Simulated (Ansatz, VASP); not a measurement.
# Two plane-wave programs on B5Ru

```
CELL_PARAMETERS angstrom
3.24277 0.00000 0.00000
-1.62138 2.80832 0.00000
0.00000 0.00000 6.54615
ATOMIC_POSITIONS crystal
B 0.50000 0.00000 0.00000
B 0.00000 0.50000 0.00000
B 0.50000 0.50000 0.00000
B 0.00000 0.00000 0.81155
B 0.00000 0.00000 0.18845
Ru 0.00000 0.00000 0.50000
```

Alike in both runs: functional PBE; k mesh 6 × 6 × 4; occupations gaussian, width 0.1 eV; no spin polarisation.

Ansatz relaxed the structure, and its values are those at the end. VASP's run is a single point on that final structure, the one shown.

|  | VASP | Ansatz |
| --- | --- | --- |
| version | VASP 6.6.1 | Ansatz 0.2.0 |
| potentials or method | VASP PAW PBE potentials, release 64 (B, Ru_pv), cutoff 520 eV | scalar-relativistic, plane waves, PAW |
| valence electrons in the cell | 29 | 31 |

|  | VASP | Ansatz | Ansatz less VASP |
| --- | --- | --- | --- |
| gap on the k mesh at the Fermi level (eV) | none | none | - |
| pressure (GPa) | 0.0 | 0.0 | -0.02 |

A gap of «none» marks a metal or a gap that the smearing closes. VASP's potentials hold 29 valence electrons a cell and Ansatz's 31, so a difference there can come from the potentials and not from the codes.

The k mesh is coarse, so the values compare programs but aren't converged.
